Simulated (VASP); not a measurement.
# ZnCd2Se3 (P6/mmm) in VASP: a series of runs

ZnCd2Se3 is run at these levels: PBE; tasks: single point, relaxation of cell and atoms.

Program: VASP 6.6.1. These are calculated values, not measurements. Logs are shortened: lines on timing, memory, paths and dates and some standing lists are left out, and cuts for length are marked.

## (1) The cell of the first run

Symmetry: P6/mmm, No. 191, hexagonal system. The conventional cell has a = 9.583 Å, b = 9.583 Å, c = 2.722 Å, α = 90.00°, β = 90.00°, γ = 120.00°. Within 3.6 Å of Zn (site symmetry 6/mmm) lie 2 Zn at 2.72 Å. Within 3.6 Å of Cd (site symmetry -6m2) lie 2 Cd at 2.72 Å and 3 Se at 2.77 Å. Se (site symmetry mmm) has 2 Se at 2.72 Å and 2 Cd at 2.77 Å within 3.6 Å.

## (2) Single point, PBE

The input, INCAR:

```
ALGO = Normal
EDIFF = 1E-7
ENCUT = 520
GGA = PE
ISIF = 2
ISMEAR = 0
LASPH = True
LCHARG = False
LREAL = False
LWAVE = False
NBANDS = 36
NELM = 100
PREC = Accurate
SIGMA = 0.1
```

The input, KPOINTS:

```
k-points
0
Gamma
  3 3 6
```

The input, POSCAR:

```
ZnCd2Se3
1.0
    9.5834376070      0.0000000000      0.0000000000
   -4.7917188035      8.2995004232      0.0000000000
    0.0000000000      0.0000000000      2.7216867097
Zn Cd Se
1 2 3
Direct
    0.0000000000      0.0000000000      0.5000000000
    0.3333333333      0.6666666667      0.5000000000
    0.6666666667      0.3333333333      0.5000000000
    0.5000000000      0.0000000000      0.5000000000
    0.0000000000      0.5000000000      0.5000000000
    0.5000000000      0.5000000000      0.5000000000
```

Potentials or basis: VASP PAW PBE potentials, release 64 (Zn, Cd, Se).

Run with:

```console
cat potpaw_PBE.64/Zn/POTCAR potpaw_PBE.64/Cd/POTCAR potpaw_PBE.64/Se/POTCAR > POTCAR
mpirun -np 1 vasp_std > vasp.out
```

OUTCAR:

```text
EDIFF = 1E-7
   ENCUT = 520
   GGA = PE
   ISIF = 2
   ISMEAR = 0
   LASPH = True
   LREAL = False
   NELM = 100
   PREC = Accurate

 ion  position               nearest neighbor table
   1  0.000  0.000  0.500-
   2  0.333  0.667  0.500-   4 2.77   5 2.77   6 2.77
   3  0.667  0.333  0.500-   4 2.77   5 2.77   6 2.77
   4  0.500  0.000  0.500-   2 2.77   3 2.77
   5  0.000  0.500  0.500-   2 2.77   3 2.77
   6  0.500  0.500  0.500-   2 2.77   3 2.77

  LATTYP: Found a hexagonal cell.
 ALAT       =     9.5834376070
 C/A-ratio  =     0.2839990013

  Lattice vectors:

 A1 = (   9.5834376070,   0.0000000000,   0.0000000000)
 A2 = (  -4.7917188035,   8.2995004232,   0.0000000000)
 A3 = (   0.0000000000,   0.0000000000,   2.7216867097)

Analysis of symmetry for initial positions (statically):
=====================================================================
 Subroutine PRICEL returns:
 Original cell was already a primitive cell.

 Routine SETGRP: Setting up the symmetry group for a
 hexagonal supercell.

 Subroutine GETGRP returns: Found 24 space group operations
 (whereof 24 operations were pure point group operations)
 out of a pool of 24 trial point group operations.

The static configuration has the point symmetry D_6h.

Analysis of symmetry for dynamics (positions and initial velocities):
=====================================================================
 Subroutine PRICEL returns:
 Original cell was already a primitive cell.

 Routine SETGRP: Setting up the symmetry group for a
 hexagonal supercell.

 Subroutine GETGRP returns: Found 24 space group operations
 (whereof 24 operations were pure point group operations)
 out of a pool of 24 trial point group operations.

The dynamic configuration has the point symmetry D_6h.

 Subroutine INISYM returns: Found 24 space group operations
 (whereof 24 operations are pure point group operations),
 and found     1 'primitive' translations

----------------------------------------------------------------------------------------

                                     Primitive cell

  volume of cell :     216.4768

  direct lattice vectors                    reciprocal lattice vectors
     9.583437607  0.000000000  0.000000000     0.104346691  0.060244590  0.000000000
    -4.791718804  8.299500423  0.000000000     0.000000000  0.120489180  0.000000000
     0.000000000  0.000000000  2.721686710     0.000000000  0.000000000  0.367419217

  length of vectors
     9.583437607  9.583437607  2.721686710     0.120489180  0.120489180  0.367419217

  position of ions in fractional coordinates (direct lattice)
     0.000000000  0.000000000  0.500000000
     0.333333333  0.666666667  0.500000000
     0.666666667  0.333333333  0.500000000
     0.500000000  0.000000000  0.500000000
     0.000000000  0.500000000  0.500000000
     0.500000000  0.500000000  0.500000000

  ion indices of the primitive-cell ions
   primitive index   ion index
                 1           1
                 2           2
                 3           3
                 4           4
                 5           5
                 6           6

----------------------------------------------------------------------------------------

 KPOINTS: k-points

Automatic generation of k-mesh.
 Grid dimensions read from file:
 generate k-points for:    3    3    6

 Generating k-lattice:

  Cartesian coordinates                     Fractional coordinates (reciprocal lattice)
     0.034782230  0.020081530  0.000000000     0.333333333  0.000000000  0.000000000
     0.000000000  0.040163060  0.000000000     0.000000000  0.333333333  0.000000000
     0.000000000  0.000000000  0.061236536     0.000000000  0.000000000  0.166666667

  Length of vectors
     0.040163060  0.040163060  0.061236536

  Shift w.r.t. Gamma in fractional coordinates (k-lattice)
     0.000000000  0.000000000  0.000000000

 Subroutine IBZKPT returns following result:
 ===========================================

 Found     12 irreducible k-points:

 Following reciprocal coordinates:
            Coordinates               Weight
  0.000000  0.000000  0.000000      1.000000
  0.333333  0.000000  0.000000      6.000000
  0.333333  0.333333  0.000000      2.000000
  0.000000  0.000000  0.166667      2.000000
  0.333333  0.000000  0.166667     12.000000
  0.333333  0.333333  0.166667      4.000000
  0.000000  0.000000  0.333333      2.000000
  0.333333  0.000000  0.333333     12.000000
  0.333333  0.333333  0.333333      4.000000
  0.000000  0.000000  0.500000      1.000000
  0.333333  0.000000  0.500000      6.000000
  0.333333  0.333333  0.500000      2.000000
   k-points           NKPTS =     12   k-points in BZ     NKDIM =     12   number of bands    NBANDS=     36
   number of dos      NEDOS =    301   number of ions     NIONS =      6
   total plane-waves  NPLWV = 103680
   dimension x,y,z NGX =    72 NGY =   72 NGZ =   20
   dimension x,y,z NGXF=   144 NGYF=  144 NGZF=   40
   ions per type =               1   2   3
   NGX,Y,Z   is equivalent  to a cutoff of  12.49, 12.49, 12.22 a.u.
   NGXF,Y,Z  is equivalent  to a cutoff of  24.98, 24.98, 24.43 a.u.
 SYSTEM =  unknown system
   PREC   = accura    normal or accurate (medium, high low for compatibility)
   ISTART =      0    job   : 0-new  1-cont  2-samecut
   ICHARG =      2    charge: 1-file 2-atom 10-const
   ISPIN  =      1    spin polarized calculation?
   LNONCOLLINEAR =      F non collinear calculations
   LSORBIT =      F    spin-orbit coupling
   LASPH  =      T    aspherical Exc in radial PAW
   ENCUT  =  520.0 eV  38.22 Ry    6.18 a.u.  17.82 17.82  5.06*2*pi/ulx,y,z
   NELM   =    100;   NELMIN=  2; NELMDL= -5     # of ELM steps
   EDIFF  = 0.1E-06   stopping-criterion for ELM
   LREAL  =      F    real-space projection
   EDIFFG = 0.1E-05   stopping-criterion for IOM
   NSW    =      0    number of steps for IOM
   IBRION =     -1    ionic relax: 0-MD 1-quasi-New 2-CG
   NFREE  =      0    steps in history (QN), initial steepest desc. (CG)
   ISIF   =      2    stress and relaxation
   ISYM   =      2    0-nonsym 1-usesym 2-fastsym
   POTIM  = 0.5000    time-step for ionic-motion
   TEBEG  =    0.0;   TEEND  =   0.0 temperature during run
   PSTRESS=    0.0 pullay stress
   NELECT =      54.0000    total number of electrons
   NUPDOWN=      -1.0000    fix difference up-down
   EMIN   =  10.00;   EMAX   =-10.00  energy-range for DOS
   EFERMI =   0.00;   METHOD = LEGACY
   ISMEAR =     0;   SIGMA  =   0.10  broadening in eV -4-tet -1-fermi 0-gaus
   EFERMI_NEDOS =   21; number of points for ismear=-14 and -15
   IALGO  =     38    algorithm
   IMIX   =      4    mixing-type and parameters
     AMIX     =   0.40;   BMIX     =  1.00
     AMIX_MAG =   1.60;   BMIX_MAG =  1.00
  volume/ion in A,a.u.               =      36.08       243.48
  Fermi-wavevector in a.u.,A,eV,Ry     =   1.030550  1.947457 14.449832  1.062033
  Thomas-Fermi vector in A             =   2.164653
   LORBIT       =      0    0 simple, 1 ext, 2 COOP (PROOUT), +10 PAW based schemes
   GGA     = PE    functional components
   LHFCALC =     F    Hartree Fock is set to
   AEXX    =    0.0000 exact exchange contribution
   IVDW    =     0    specifies the selected vdW correction
   LEPSILON=     F    determine dielectric tensor
   LRPA    =     F    only Hartree local field effects (RPA)
 non-spin polarized calculation
 Gauss-broadening in eV      SIGMA  =   0.10
  energy-cutoff  :      520.00
  volume of cell :      216.48
 maximum number of plane-waves:      5866
 NGX is ok and might be reduce to    72
   NGX = 35   NGY = 35   NGZ = 11

 number of electron      53.9999988 magnetization

 Free energy of the ion-electron system (eV)
  ---------------------------------------------------
  ext. energy  EPLUGINS =         0.00000000
  ---------------------------------------------------
  free energy    TOTEN  =       -12.09694733 eV

  energy without entropy =      -12.07341381  energy(sigma->0) =      -12.08518057

 E-fermi :   0.3403     XC(G=0):  -7.4992

 val. band max:        0.3063063553   @ k =   0.0000   0.0000   0.5000
 cond. band min:       0.3704316603   @ k =   0.3333   0.0000   0.3333
 fundamental gap:      0.0641253050
 Fermi energy:         0.3402607501

 k-point     1 :       0.0000    0.0000    0.0000
  band No.  band energies     occupation
      1     -13.6754      2.00000
      2     -13.5539      2.00000
      3     -13.5539      2.00000
      4      -9.6352      2.00000
      5      -9.6273      2.00000
      6      -8.5218      2.00000
[... 28 lines left out ...]
     35       4.6277      0.00000
     36       6.0493      0.00000

 k-point     2 :       0.3333    0.0000    0.0000
  band No.  band energies     occupation
      1     -13.6504      2.00000
      2     -13.5803      2.00000
      3     -13.5539      2.00000
      4      -9.6335      2.00000
      5      -9.6289      2.00000
      6      -8.5138      2.00000
[... 28 lines left out ...]
     35       5.1351      0.00000
     36       5.3855      0.00000

 k-point     3 :       0.3333    0.3333    0.0000
  band No.  band energies     occupation
      1     -13.6158      2.00000
      2     -13.6158      2.00000
      3     -13.5539      2.00000
      4      -9.6311      2.00000
      5      -9.6311      2.00000
      6      -8.5055      2.00000
[... 28 lines left out ...]
     35       4.9630      0.00000
     36       4.9630      0.00000
[... 274 lines left out ...]
 k-point    11 :       0.3333    0.0000    0.5000
  band No.  band energies     occupation
      1     -11.0444      2.00000
      2     -10.9789      2.00000
      3     -10.9543      2.00000
      4      -8.9464      2.00000
      5      -8.9356      2.00000
      6      -8.9052      2.00000
[... 28 lines left out ...]
     35       5.9227      0.00000
     36       6.0311      0.00000

 k-point    12 :       0.3333    0.3333    0.5000
  band No.  band energies     occupation
      1     -11.0120      2.00000
      2     -11.0120      2.00000
      3     -10.9543      2.00000
      4      -8.9466      2.00000
      5      -8.9206      2.00000
      6      -8.9206      2.00000
[... 28 lines left out ...]
     35       5.8279      0.00000
     36       6.3015      0.00000

------------------------ aborting loop because EDIFF is reached ----------------------------------------

  FORCE on cell =-STRESS in cart. coord.  units (eV):
  Direction    XX          YY          ZZ          XY          YZ          ZX
  --------------------------------------------------------------------------------------
  -------------------------------------------------------------------------------------
  Total        0.2220157      0.2220157      0.1797602      0.0000000      0.0000000      0.0000000
  in kB        1.6431712      1.6431712      1.3304318      0.0000000      0.0000000      0.0000000
  external PRESSURE =       1.5389247 kB  Pullay stress =       0.0000000 kB

 VOLUME and BASIS-vectors are now :
 -----------------------------------------------------------------------------
  energy-cutoff  :      520.00
  volume of cell :      216.48
      direct lattice vectors                 reciprocal lattice vectors
     9.583437607  0.000000000  0.000000000     0.104346691  0.060244590  0.000000000
    -4.791718804  8.299500423  0.000000000     0.000000000  0.120489180  0.000000000
     0.000000000  0.000000000  2.721686710     0.000000000  0.000000000  0.367419217

 POSITION                                       TOTAL-FORCE (eV/Angst)
 -----------------------------------------------------------------------------------
      0.00000      0.00000      1.36084         0.000000     -0.000000     -0.000000
     -0.00000      5.53300      1.36084        -0.000000      0.000000     -0.000000
      4.79172      2.76650      1.36084         0.000000     -0.000000      0.000000
      4.79172      0.00000      1.36084         0.000000     -0.000000     -0.000000
     -2.39586      4.14975      1.36084        -0.000000     -0.000000     -0.000000
      2.39586      4.14975      1.36084         0.000000     -0.000000     -0.000000
 -----------------------------------------------------------------------------------
    total drift:                                0.000000     -0.000000      0.000000

  FREE ENERGIE OF THE ION-ELECTRON SYSTEM (eV)
  ---------------------------------------------------
  free  energy   TOTEN  =       -12.0969473303 eV

  energy  without entropy=      -12.0734138073  energy(sigma->0) =      -12.08518057
```

It used 93 s of CPU time on 1 thread of Intel(R) Xeon(R) Platinum 8488C (Sapphire Rapids) (shared host).

Results:

```yaml
Free_energy: -12.0969 eV
Pressure: 0.2 GPa
Band_gap_on_the_k_mesh: zero (band 27 reaches 1.89 eV, above the bottom of band 28 at -0.68 eV)
```

Levels at points of the mesh, in eV from the Fermi level:
```tsv
k point	band 23	band 24	band 25	band 26	band 27	band 28	band 29	band 30	band 31	band 32
(0.00, 0.00, 0.00)	-3.30	-2.49	-2.49	-2.35	1.55	1.55	2.15	2.15	2.32	3.94
(0.00, 0.00, 0.50)	-1.41	-1.41	-0.13	-0.13	-0.03	0.10	0.35	0.43	1.56	2.65
```

Caveat: the k points lie up to 0.38 Å⁻¹ apart.

## (3) Relaxation of cell and atoms, PBE

This run uses another cell than the first one, of 35.34 Å³/atom, 0.980 times its volume.

The input, INCAR:

```
PREC     = Accurate       # precision mode
ENCUT    = 600            # plane-wave cutoff, eV
EDIFF    = 1E-6           # SCF threshold, eV
ISMEAR   = 0              # smearing method
SIGMA    = 0.1            # smearing width, eV
LREAL    = False          # projectors in reciprocal space
LASPH    = True           # aspherical terms in the spheres
NELM     = 100            # most SCF steps
ALGO     = Normal         # electronic algorithm
ISIF     = 3              # what is computed and relaxed
LWAVE    = False          # write WAVECAR
LCHARG   = False          # write CHGCAR
GGA      = PE             # functional
IBRION   = 2              # ionic algorithm
NSW      = 90             # ionic steps
EDIFFG   = -0.04          # ionic threshold
```

The input, KPOINTS:

```
regular mesh
0
Gamma
  3 3 6
```

Edit POSCAR of step 2 so:

```diff
@@ -2,5 +2,5 @@
 1.0
-    9.5834376070      0.0000000000      0.0000000000
-   -4.7917188035      8.2995004232      0.0000000000
-    0.0000000000      0.0000000000      2.7216867097
+    9.0197599058      0.0000000000      0.0000000000
+   -4.5098799529      7.8113412145      0.0000000000
+    0.0000000000      0.0000000000      3.0096834193
 Zn Cd Se
```

Potentials or basis: VASP PAW PBE potentials, release 64 (Zn, Cd, Se).

Run with:

```console
cat potpaw_PBE.64/Zn/POTCAR potpaw_PBE.64/Cd/POTCAR potpaw_PBE.64/Se/POTCAR > POTCAR
mpirun -np 1 vasp_std > vasp.out
```

It used 2000 s of CPU time on 1 thread of AMD EPYC 7R13 Processor (Zen 3), with other jobs on the host.

Results (log left out):

```
Free energy                            : -12.0957 eV
Relaxed volume                         : 36.48 Å³/atom
Relaxed cell                           : a = 9.644 Å, b = 9.644 Å, c = 2.718 Å, α = 90.00°, β = 90.00°, γ = 120.00°
Space group after relaxing (to 0.05 Å) : P6/mmm (No. 191)
Energy gained by relaxing              : 67.1 meV/atom
Ionic steps                            : 10
Pressure after relaxing                : -0.1 GPa
Band gap on the k mesh                 : zero (band 27 reaches 1.79 eV, above the bottom of band 28 at -0.72 eV)
```

Stress tensor (GPa, compression positive):
```
-0.11  0.00  0.00
 0.00 -0.11  0.00
 0.00  0.00  0.07
```

Step by step:
```tsv
step	energy change (eV)	largest force (eV/Å)	pressure (GPa)	volume (Å³)
1	0.0000	0.0000	0.54	212.05
2	-0.1499	0.0000	-0.26	215.58
3	-0.2217	0.0000	-0.59	218.09
4	-0.3791	0.0000	-0.81	222.64
5	-0.0291	0.0000	1.43	229.76
6	-0.3897	0.0000	-0.72	223.65
7	-0.3905	0.0000	-0.68	223.89
8	-0.3885	0.0000	0.50	216.81
9	-0.3996	0.0000	-0.15	220.45
10	-0.4025	0.0000	-0.05	218.89
```

Final structure:
```cif
data_structure
_symmetry_space_group_name_H-M 'P 1'
_symmetry_Int_Tables_number 1
_cell_length_a 9.6440
_cell_length_b 9.6440
_cell_length_c 2.7175
_cell_angle_alpha 90.000
_cell_angle_beta 90.000
_cell_angle_gamma 120.000
_cell_volume 218.89
loop_
_atom_site_label
_atom_site_type_symbol
_atom_site_fract_x
_atom_site_fract_y
_atom_site_fract_z
_atom_site_occupancy
Zn1 Zn 0.00000 0.00000 0.50000 1
Cd1 Cd 0.33333 0.66667 0.50000 1
Cd2 Cd 0.66667 0.33333 0.50000 1
Se1 Se 0.50000 0.00000 0.50000 1
Se2 Se 0.00000 0.50000 0.50000 1
Se3 Se 0.50000 0.50000 0.50000 1
```

Levels at points of the mesh, in eV from the Fermi level:
```
           k point  band 24  band 25  band 26  band 27  band 28  band 29  band 30  band 31
(0.00, 0.00, 0.00)    -2.48    -2.48    -2.34     1.51     1.51     2.15     2.15     2.21
(0.00, 0.00, 0.50)    -1.35    -0.10    -0.10    -0.01     0.17     0.33     0.43     1.57
```
